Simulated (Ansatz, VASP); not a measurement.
One calculation of S, two programs

```
S
1.0
    -1.18184    1.18184    4.40157
     1.18184   -1.18184    4.40157
     1.18184    1.18184   -4.40157
S
1
Direct
  0.00000 0.00000 0.00000
```

Alike in both runs: task relaxation of cell and atoms; functional PBE; k mesh 32 × 32 × 32; occupations gaussian, width 0.1 eV; no spin polarisation.

|  | VASP | Ansatz |
| --- | --- | --- |
| version | VASP 6.6.1 | Ansatz 0.2.0 |
| potentials or method | VASP PAW PBE potentials, release 64 (S), cutoff 600 eV | scalar-relativistic, plane waves, PAW |
| valence electrons in the cell | 6 | 6 |

|  | VASP | Ansatz | Ansatz less VASP |
| --- | --- | --- | --- |
| gap on the k mesh at the Fermi level, each at its own relaxed structure (eV) | none | none | - |
| relaxed volume (Å³/atom) | 24.55 | 24.59 | +0.045 |
| relaxed cell length with the largest relative difference (Å) | 4.708 | 4.708 | +0.0005 |

A gap of «none» marks a metal or a gap that the smearing closes.
